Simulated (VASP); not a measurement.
Runs of VASP 6.6.1 on AgB2. The structure is that of space group P6/mmm (No. 191), or close to it. The cells are those of the table. 

```csv
cell,gap on the mesh (eV),pressure (GPa)
"a = 2.949, b = 2.949, c = 3.960 Å, angles 90.0, 90.0, 120.0°, 3 atoms",none,7.6
"a = 3.125, b = 3.125, c = 4.195 Å, angles 90.0, 90.0, 120.0°, 3 atoms",none,-16.6
"a = 3.027, b = 3.027, c = 4.064 Å, angles 90.0, 90.0, 120.0°, 3 atoms",none,-5.6
"a = 3.076, b = 3.076, c = 4.131 Å, angles 90.0, 90.0, 120.0°, 3 atoms",none,(b)
"a = 3.052, b = 3.052, c = 4.098 Å, angles 90.0, 90.0, 120.0°, 3 atoms",none,-8.9
"a = 2.922, b = 2.922, c = 3.924 Å, angles 90.0, 90.0, 120.0°, 3 atoms",none,13.5
"a = 3.101, b = 3.101, c = 4.163 Å, angles 90.0, 90.0, 120.0°, 3 atoms",none,-14.4
"a = 2.975, b = 2.975, c = 3.995 Å, angles 90.0, 90.0, 120.0°, 3 atoms",none,(a)
```

Alike in all rows: task single point; level PBEsol; potentials or basis VASP PAW PBE potentials, release 64 (Ag, B); no spin polarisation; k mesh 11 × 11 × 7; cutoff (eV) 520; smearing methfessel-paxton 0.1 eV.

Task: Estimate the missing entries.

Result: (a) 2.7; (b) -11.8.

Caveats: the PAW data sets were made with another functional, which shifts forces and pressure a little.

A k mesh can miss the band edges, and the runs leave out spin-orbit coupling on Ag.

A gap of «none» marks levels without a gap at the run's occupations.
